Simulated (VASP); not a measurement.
# Ti (P6_3/mmc) in VASP: a series of runs

Ti is run at these levels: r2SCAN50, PBE0+D3(BJ); tasks: single point.

Program: VASP 6.6.1. These are calculated values, not measurements. Logs are shortened: lines on timing, memory, paths and dates and some standing lists are left out, and cuts for length are marked.

## Step 1: The cell of the first run

It takes space group P6_3/mmc (No. 194, hexagonal). The conventional cell has a = 2.930 Å, b = 2.930 Å, c = 4.649 Å, α = 90.00°, β = 90.00°, γ = 120.00°. Within 3.8 Å of Ti (site symmetry -6m2) lie 12 Ti at 2.87 to 2.93 Å.

## Step 2: Single point, r2SCAN50

POSCAR

```
Ti
1.0
    2.9302007457      0.0000000000      0.0000000000
   -1.4651003729      2.5376282840      0.0000000000
    0.0000000000      0.0000000000      4.6485896576
Ti
2
Direct
    0.6666666667      0.3333333333      0.7500000000
    0.3333333333      0.6666666667      0.2500000000
```

INCAR.step1

```
PREC = Accurate
ENCUT = 520
EDIFF = 1E-5
ISMEAR = -1
SIGMA = 0.05
LREAL = False
LASPH = True
NELM = 60
ALGO = Normal
ISIF = 2
LWAVE = True
LCHARG = False
GGA = PE
NBANDS = 19
```

INCAR.step2

```
PREC = Accurate
ENCUT = 520
EDIFF = 1E-7
ISMEAR = -1
SIGMA = 0.05
LREAL = False
LASPH = True
NELM = 60
ALGO = Normal
ISIF = 2
LWAVE = False
LCHARG = False
METAGGA = R2SCAN
LHFCALC = True
AEXX = 0.5
LMIXTAU = True
PRECFOCK = Normal
ISTART = 1
NBANDS = 19
```

KPOINTS

```
regular mesh
0
Gamma
  5 5 3
```

Potentials or basis: VASP PAW PBE potentials, release 64 (Ti_sv).

Launch:

```
> cat potpaw_PBE.64/Ti_sv/POTCAR > POTCAR
> cp INCAR.step1 INCAR
> mpirun -np 1 vasp_std > vasp.out
> cp INCAR.step2 INCAR
> mpirun -np 1 vasp_std > vasp.out
```

OUTCAR:

```text
PREC = Accurate
   ENCUT = 520
   EDIFF = 1E-7
   ISMEAR = -1
   LREAL = False
   LASPH = True
   NELM = 60
   ISIF = 2
   METAGGA = R2SCAN
   LHFCALC = True
   AEXX = 0.5
   PRECFOCK = Normal
   ISTART = 1

 ion  position               nearest neighbor table
   1  0.667  0.333  0.750-   2 2.87   2 2.87   2 2.87   2 2.87   2 2.87   2 2.87
   2  0.333  0.667  0.250-   1 2.87   1 2.87   1 2.87   1 2.87   1 2.87   1 2.87

  LATTYP: Found a hexagonal cell.
 ALAT       =     2.9302007457
 C/A-ratio  =     1.5864406780

  Lattice vectors:

 A1 = (   2.9302007457,   0.0000000000,   0.0000000000)
 A2 = (  -1.4651003729,   2.5376282840,   0.0000000000)
 A3 = (   0.0000000000,   0.0000000000,   4.6485896576)

Analysis of symmetry for initial positions (statically):
=====================================================================
 Subroutine PRICEL returns:
 Original cell was already a primitive cell.

 Routine SETGRP: Setting up the symmetry group for a
 hexagonal supercell.

 Subroutine GETGRP returns: Found 24 space group operations
 (whereof 12 operations were pure point group operations)
 out of a pool of 24 trial point group operations.

The static configuration has the point symmetry D_3d.
 The point group associated with its full space group is D_6h.

Analysis of symmetry for dynamics (positions and initial velocities):
=====================================================================
 Subroutine PRICEL returns:
 Original cell was already a primitive cell.

 Routine SETGRP: Setting up the symmetry group for a
 hexagonal supercell.

 Subroutine GETGRP returns: Found 24 space group operations
 (whereof 12 operations were pure point group operations)
 out of a pool of 24 trial point group operations.

The dynamic configuration has the point symmetry D_3d.
 The point group associated with its full space group is D_6h.

 Subroutine INISYM returns: Found 24 space group operations
 (whereof 12 operations are pure point group operations),
 and found     1 'primitive' translations

----------------------------------------------------------------------------------------

                                     Primitive cell

  volume of cell :      34.5658

  direct lattice vectors                    reciprocal lattice vectors
     2.930200746  0.000000000  0.000000000     0.341273546  0.197034374  0.000000000
    -1.465100373  2.537628284  0.000000000     0.000000000  0.394068748  0.000000000
     0.000000000  0.000000000  4.648589658     0.000000000  0.000000000  0.215119009

  length of vectors
     2.930200746  2.930200746  4.648589658     0.394068748  0.394068748  0.215119009

  position of ions in fractional coordinates (direct lattice)
     0.666666667  0.333333333  0.750000000
     0.333333333  0.666666667  0.250000000

  ion indices of the primitive-cell ions
   primitive index   ion index
                 1           1
                 2           2

----------------------------------------------------------------------------------------

 KPOINTS: regular mesh

Automatic generation of k-mesh.
 Grid dimensions read from file:
 generate k-points for:    5    5    3

 Generating k-lattice:

  Cartesian coordinates                     Fractional coordinates (reciprocal lattice)
     0.068254709  0.039406875  0.000000000     0.200000000 -0.000000000  0.000000000
     0.000000000  0.078813750  0.000000000     0.000000000  0.200000000  0.000000000
     0.000000000  0.000000000  0.071706336     0.000000000  0.000000000  0.333333333

  Length of vectors
     0.078813750  0.078813750  0.071706336

  Shift w.r.t. Gamma in fractional coordinates (k-lattice)
     0.000000000  0.000000000  0.000000000

 Subroutine IBZKPT returns following result:
 ===========================================

 Found     10 irreducible k-points:

 Following reciprocal coordinates:
            Coordinates               Weight
  0.000000  0.000000  0.000000      1.000000
  0.200000  0.000000  0.000000      6.000000
  0.400000  0.000000  0.000000      6.000000
  0.200000  0.200000  0.000000      6.000000
  0.400000  0.200000  0.000000      6.000000
  0.000000  0.000000  0.333333      2.000000
  0.200000  0.000000  0.333333     12.000000
  0.400000  0.000000  0.333333     12.000000
  0.200000  0.200000  0.333333     12.000000
  0.400000  0.200000  0.333333     12.000000
   k-points           NKPTS =     10   k-points in BZ     NKDIM =     75   number of bands    NBANDS=     19
   number of dos      NEDOS =    301   number of ions     NIONS =      2
   total plane-waves  NPLWV =  20736
   dimension x,y,z NGX =    24 NGY =   24 NGZ =   36
   dimension x,y,z NGXF=    48 NGYF=   48 NGZF=   72
   ions per type =               2
   NGX,Y,Z   is equivalent  to a cutoff of  13.62, 13.62, 12.87 a.u.
   NGXF,Y,Z  is equivalent  to a cutoff of  27.23, 27.23, 25.75 a.u.
 SYSTEM =  unknown system
   PREC   = accura    normal or accurate (medium, high low for compatibility)
   ISTART =      1    job   : 0-new  1-cont  2-samecut
   ICHARG =      0    charge: 1-file 2-atom 10-const
   ISPIN  =      1    spin polarized calculation?
   LNONCOLLINEAR =      F non collinear calculations
   LSORBIT =      F    spin-orbit coupling
   LASPH  =      T    aspherical Exc in radial PAW
   ENCUT  =  520.0 eV  38.22 Ry    6.18 a.u.   5.45  5.45  8.64*2*pi/ulx,y,z
   NELM   =     60;   NELMIN=  2; NELMDL=  0     # of ELM steps
   EDIFF  = 0.1E-06   stopping-criterion for ELM
   LREAL  =      F    real-space projection
   EDIFFG = 0.1E-05   stopping-criterion for IOM
   NSW    =      0    number of steps for IOM
   IBRION =     -1    ionic relax: 0-MD 1-quasi-New 2-CG
   NFREE  =      0    steps in history (QN), initial steepest desc. (CG)
   ISIF   =      2    stress and relaxation
   ISYM   =      3    0-nonsym 1-usesym 2-fastsym
   POTIM  = 0.5000    time-step for ionic-motion
   TEBEG  =    0.0;   TEEND  =   0.0 temperature during run
   PSTRESS=    0.0 pullay stress
   NELECT =      24.0000    total number of electrons
   NUPDOWN=      -1.0000    fix difference up-down
   EMIN   =  10.00;   EMAX   =-10.00  energy-range for DOS
   EFERMI =   0.00;   METHOD = LEGACY
   ISMEAR =    -1;   SIGMA  =   0.05  broadening in eV -4-tet -1-fermi 0-gaus
   EFERMI_NEDOS =   21; number of points for ismear=-14 and -15
   IALGO  =     38    algorithm
   IMIX   =      1    mixing-type and parameters
     AMIX     =   0.40;   BMIX     =  1.00
     AMIX_MAG =   1.60;   BMIX_MAG =  1.00
  volume/ion in A,a.u.               =      17.28       116.63
  Fermi-wavevector in a.u.,A,eV,Ry     =   1.449650  2.739441 28.592426  2.101484
  Thomas-Fermi vector in A             =   2.567352
   LORBIT       =      0    0 simple, 1 ext, 2 COOP (PROOUT), +10 PAW based schemes
   METAGGA = R2SCAN    functional components
   LHFCALC =     T    Hartree Fock is set to
   PRECFOCK=normal    Normal, Fast or Accurate (Low or Medium for compatibility)
   ENCUT4O =  -1.0   cutoff for four orbital integrals eV
   NKREDX  =     1    reduce k-point grid by
   NKREDY  =     1    reduce k-point grid by
   NKREDZ  =     1    reduce k-point grid by
   AEXX    =    0.5000 exact exchange contribution
   HFSCREEN=    0.0000 screening length (either q_TF or 0.3 A-1)
   HFSCREENC=   0.0000 screening length for correlation (either q_TF or 0.3 A-1)
   ENCUTFOCK=  -1.0 apply spherical cutoff to Coloumb kernel
   IVDW    =     0    specifies the selected vdW correction
   LEPSILON=     F    determine dielectric tensor
   LRPA    =     F    only Hartree local field effects (RPA)
 non-spin polarized calculation
  energy-cutoff  :      520.00
  volume of cell :       34.57
 maximum number of plane-waves:       965
 NGX is ok and might be reduce to    24
  NGX = 18; NGY = 18; NGZ = 28

 number of electron      24.0000000 magnetization

 Free energy of the ion-electron system (eV)
  ---------------------------------------------------
  ext. energy  EPLUGINS =         0.00000000
  ---------------------------------------------------
  free energy    TOTEN  =       -32.13591687 eV

  energy without entropy =      -32.12691532  energy(sigma->0) =      -32.13141610

 E-fermi :   9.0948     XC(G=0):  -6.8404

 val. band max:        8.2784124904   @ k =   0.4000   0.2000   0.3333
 cond. band min:       9.1497026023   @ k =   0.2000   0.0000   0.3333
 fundamental gap:      0.8712901119
 Fermi energy:         9.0947654086

 k-point     1 :       0.0000    0.0000    0.0000
  band No.  band energies     occupation
      1     -59.8630      2.00000
      2     -59.7021      2.00000
      3     -32.8291      2.00000
      4     -32.0576      2.00000
      5     -32.0576      2.00000
      6     -31.9793      2.00000
[... 11 lines left out ...]
     18      12.7489      0.00000
     19      14.3900      0.00000

 k-point     2 :       0.2000    0.0000    0.0000
  band No.  band energies     occupation
      1     -59.8199      2.00000
      2     -59.6867      2.00000
      3     -32.7190      2.00000
      4     -32.2551      2.00000
      5     -32.1493      2.00000
      6     -32.1120      2.00000
[... 11 lines left out ...]
     18      12.7160      0.00000
     19      14.7813      0.00000

 k-point     3 :       0.4000    0.0000    0.0000
  band No.  band energies     occupation
      1     -59.7400      2.00000
      2     -59.6716      2.00000
      3     -32.5975      2.00000
      4     -32.4910      2.00000
      5     -32.4350      2.00000
      6     -32.1942      2.00000
[... 11 lines left out ...]
     18      14.3391      0.00000
     19      15.0626      0.00000

 k-point     4 :       0.2000    0.2000    0.0000
  band No.  band energies     occupation
      1     -59.7575      2.00000
      2     -59.6724      2.00000
      3     -32.5470      2.00000
      4     -32.4390      2.00000
      5     -32.4034      2.00000
      6     -32.1905      2.00000
[... 11 lines left out ...]
     18      14.3730      0.00000
     19      14.8020      0.00000

 k-point     5 :       0.4000    0.2000    0.0000
  band No.  band energies     occupation
      1     -59.7066      2.00000
      2     -59.6756      2.00000
      3     -32.5856      2.00000
      4     -32.4302      2.00000
      5     -32.3773      2.00000
      6     -32.3231      2.00000
[... 11 lines left out ...]
     18      14.7745      0.00000
     19      15.9877      0.00000

 k-point     6 :       0.0000    0.0000    0.3333
  band No.  band energies     occupation
      1     -59.8230      2.00000
      2     -59.7426      2.00000
      3     -32.6217      2.00000
      4     -32.2005      2.00000
      5     -32.0297      2.00000
      6     -32.0297      2.00000
[... 11 lines left out ...]
     18      13.5589      0.00000
     19      14.4096      0.00000

 k-point     7 :       0.2000    0.0000    0.3333
  band No.  band energies     occupation
      1     -59.7867      2.00000
      2     -59.7201      2.00000
      3     -32.5979      2.00000
      4     -32.3296      2.00000
      5     -32.1724      2.00000
      6     -32.0775      2.00000
[... 11 lines left out ...]
     18      13.4846      0.00000
     19      14.4693      0.00000

 k-point     8 :       0.4000    0.0000    0.3333
  band No.  band energies     occupation
      1     -59.7226      2.00000
      2     -59.6885      2.00000
      3     -32.6954      2.00000
      4     -32.5986      2.00000
      5     -32.2565      2.00000
      6     -32.1502      2.00000
[... 11 lines left out ...]
     18      14.2337      0.00000
     19      14.6174      0.00000

 k-point     9 :       0.2000    0.2000    0.3333
  band No.  band energies     occupation
      1     -59.7361      2.00000
      2     -59.6935      2.00000
      3     -32.6133      2.00000
      4     -32.5229      2.00000
      5     -32.2315      2.00000
      6     -32.2244      2.00000
[... 11 lines left out ...]
     18      14.3002      0.00000
     19      14.8167      0.00000

 k-point    10 :       0.4000    0.2000    0.3333
  band No.  band energies     occupation
      1     -59.6985      2.00000
      2     -59.6830      2.00000
      3     -32.6583      2.00000
      4     -32.5937      2.00000
      5     -32.3549      2.00000
      6     -32.2332      2.00000
[... 11 lines left out ...]
     18      14.5337      0.00000
     19      16.2310      0.00000

------------------------ aborting loop because EDIFF is reached ----------------------------------------

  FORCE on cell =-STRESS in cart. coord.  units (eV):
  Direction    XX          YY          ZZ          XY          YZ          ZX
  --------------------------------------------------------------------------------------
  -------------------------------------------------------------------------------------
  Total       -0.5482192     -0.5482192     -0.9456195      0.0000000      0.0000000      0.0000000
  in kB      -25.4107952    -25.4107952    -43.8309037      0.0000000      0.0000000      0.0000000
  external PRESSURE =     -31.5508313 kB  Pullay stress =       0.0000000 kB

 VOLUME and BASIS-vectors are now :
 -----------------------------------------------------------------------------
  energy-cutoff  :      520.00
  volume of cell :       34.57
      direct lattice vectors                 reciprocal lattice vectors
     2.930200746  0.000000000  0.000000000     0.341273546  0.197034374  0.000000000
    -1.465100373  2.537628284  0.000000000     0.000000000  0.394068748  0.000000000
     0.000000000  0.000000000  4.648589658     0.000000000  0.000000000  0.215119009

 POSITION                                       TOTAL-FORCE (eV/Angst)
 -----------------------------------------------------------------------------------
      1.46510      0.84588      3.48644         0.000000      0.000000      0.000000
     -0.00000      1.69175      1.16215        -0.000000     -0.000000     -0.000000
 -----------------------------------------------------------------------------------
    total drift:                               -0.000000     -0.000000      0.000001

  FREE ENERGIE OF THE ION-ELECTRON SYSTEM (eV)
  ---------------------------------------------------
  free  energy   TOTEN  =       -32.1359168729 eV

  energy  without entropy=      -32.1269153239  energy(sigma->0) =      -32.13141610
```

Run time: 33 min. Hardware: 1 thread of Intel Xeon Platinum 8375C at 2.90GHz (Ice Lake), shared host; peak memory 0.16 GiB.

Results:

| Item | Value |
| --- | --- |
| Free energy | -32.1359 eV |
| Pressure | -3.2 GPa |
| Band gap on the k mesh | zero (bands 12 and 13 overlap by 2.71 eV) |

Caveat: the k points lie up to 0.50 Å⁻¹ apart, too coarse for converged energies and pressures of a metal; the PAW data sets were made with another functional, which shifts forces and pressure a little.

## Step 3: Single point, PBE0+D3(BJ)

This run uses another cell than the first one, of 17.64 Å³/atom.

POSCAR

```
Ti
1.0
    2.9500000000      0.0000000000      0.0000000000
   -1.4750000000      2.5547749412      0.0000000000
    0.0000000000      0.0000000000      4.6800000000
Ti
2
Direct
    0.6666666667      0.3333333333      0.7500000000
    0.3333333333      0.6666666667      0.2500000000
```

INCAR.step1

```
SYSTEM = Ti
PREC = Accurate
ENCUT = 400
EDIFF = 1E-5
ISMEAR = 1
SIGMA = 0.05
LREAL = .False.
LASPH = .True.
NELM = 120
ALGO = Normal
ISIF = 2
LWAVE = .True.
GGA = PE
NBANDS = 19
GGA_COMPAT = .False.
KPAR = 4
```

INCAR.step2

```
SYSTEM = Ti
PREC = Accurate
ENCUT = 400
EDIFF = 1E-6
ISMEAR = 1
SIGMA = 0.05
LREAL = .False.
LASPH = .True.
NELM = 120
ALGO = Normal
ISIF = 2
LWAVE = .False.
LCHARG = .True.
GGA = PE
LHFCALC = .True.
AEXX = 0.25
PRECFOCK = Normal
IVDW = 12
LVHAR = .True.
ISTART = 1
NBANDS = 19
GGA_COMPAT = .False.
KPAR = 4
```

KPOINTS

```
Automatic mesh
0
Gamma
  8 8 4
  0 0 0
```

Potentials or basis: VASP PAW PBE potentials, release 64 (Ti_sv).

Launch:

```
> cat potpaw_PBE.64/Ti_sv/POTCAR > POTCAR
> cp INCAR.step1 INCAR
> mpirun -np 4 vasp_std > vasp.out
> cp INCAR.step2 INCAR
> mpirun -np 4 vasp_std > vasp.out
```

It took 53 min on 4 MPI ranks of AMD EPYC 7R43 (Zen 3), shared host; peak memory 0.13 GiB.

It converged, with:

- Free energy: -22.3328 eV
- Pressure: -11.6 GPa
- Band gap on the k mesh: zero (bands 12 and 13 overlap by 2.40 eV)
- Dispersion energy per atom: -0.665 eV

Stress tensor (GPa, compression positive):
```
-11.21   0.00   0.00
  0.00 -11.21   0.00
  0.00   0.00 -12.40
```

Levels at points of the mesh, in eV from the Fermi level:
```tsv
k point	band 8	band 9	band 10	band 11	band 12	band 13	band 14	band 15	band 16	band 17
(0.00, 0.00, 0.00)	-36.28	-7.69	-3.51	0.56	1.77	1.77	1.94	2.43	2.43	3.00
(0.50, 0.00, 0.00)	-36.35	-3.21	-2.85	-2.35	-1.40	1.58	1.68	2.23	4.64	4.91
(0.00, 0.00, 0.50)	-36.33	-5.58	-5.58	0.50	0.50	1.71	1.71	1.71	1.71	4.21
(0.50, 0.00, 0.50)	-36.43	-3.21	-3.21	-1.23	-1.22	1.84	1.84	3.01	3.01	4.80
```

Caveat: three body term missing; the cell stands under tension; the PAW data sets were made with another functional, which shifts forces and pressure a little.

## Step 4: Single point, r2SCAN50

This run uses another cell than the first one, of 17.64 Å³/atom.

POSCAR is that of step 3.

INCAR.step1

```
SYSTEM = Ti
ALGO = Normal
EDIFF = 1E-5
ENCUT = 520
GGA = PE
ISIF = 2
ISMEAR = -1
LASPH = .TRUE.
LCHARG = .FALSE.
LREAL = .FALSE.
LWAVE = .TRUE.
NBANDS = 19
NELM = 100
PREC = Accurate
SIGMA = 0.05
```

INCAR.step2

```
SYSTEM = Ti
AEXX = 0.5
ALGO = Normal
EDIFF = 1E-6
ENCUT = 520
ISIF = 2
ISMEAR = -1
ISTART = 1
LASPH = .TRUE.
LCHARG = .FALSE.
LHFCALC = .TRUE.
LMIXTAU = .TRUE.
LREAL = .FALSE.
LWAVE = .FALSE.
METAGGA = R2SCAN
NBANDS = 19
NELM = 100
PREC = Accurate
PRECFOCK = Normal
SIGMA = 0.05
```

KPOINTS

```
k-points
0
G
  5 5 3
  0 0 0
```

Launch:

```
> cat potpaw_PBE.64/Ti_sv/POTCAR > POTCAR
> cp INCAR.step1 INCAR
> mpirun -np 1 vasp_std > vasp.out
> cp INCAR.step2 INCAR
> mpirun -np 1 vasp_std > vasp.out
```

Run time: 46 min. Hardware: 1 thread of AMD EPYC 7R43 (Zen 3), shared host; peak memory 0.13 GiB.

It converged, with:

| Item | Value |
| --- | --- |
| Free energy | -32.1169 eV |
| Pressure | -5.8 GPa |
| Band gap on the k mesh | zero (bands 12 and 13 overlap by 2.67 eV) |

Stress tensor (GPa, compression positive):
```
-5.19  0.00  0.00
 0.00 -5.19  0.00
 0.00  0.00 -7.09
```

Levels at points of the mesh, in eV from the Fermi level:
```tsv
k point	band 8	band 9	band 10	band 11	band 12	band 13	band 14	band 15	band 16	band 17
(0.00, 0.00, 0.00)	-41.13	-10.39	-5.34	-1.76	1.86	1.86	2.24	2.78	2.78	3.59
```

Caveat: the k points lie up to 0.49 Å⁻¹ apart, too coarse for converged energies and pressures of a metal; the PAW data sets were made with another functional, which shifts forces and pressure a little.

## Step 5: Overview

| level | cell | k mesh | cutoff (eV) | smearing | share of exact exchange | gap on the mesh (eV) | pressure (GPa) |
| --- | --- | --- | --- | --- | --- | --- | --- |
| r2SCAN50 | a = 2.930, b = 2.930, c = 4.649 Å, angles 90.0, 90.0, 120.0°, 2 atoms | 5 × 5 × 3 | 520 | fermi-dirac 0.05 eV | 0.5 | none | -3.2 |
| PBE0+D3(BJ) | a = 2.950, b = 2.950, c = 4.680 Å, angles 90.0, 90.0, 120.0°, 2 atoms | 8 × 8 × 4 | 400 | methfessel-paxton 0.05 eV | 0.25 | none | -11.6 |
| r2SCAN50 | a = 2.950, b = 2.950, c = 4.680 Å, angles 90.0, 90.0, 120.0°, 2 atoms | 5 × 5 × 3 | 520 | fermi-dirac 0.05 eV | 0.5 | none | -5.8 |

Alike in all rows: task single point; potentials or basis VASP PAW PBE potentials, release 64 (Ti_sv); no spin polarisation.

Caveats: some runs use coarse meshes; the PAW data sets were made with another functional, which shifts forces and pressure a little; three body term missing (at least some runs); the cell stands under tension (at least some runs).

Absolute energies hang on the potentials; compare differences alone.

The gap in the log of VASP goes by the Fermi energy; the results here count the filled bands.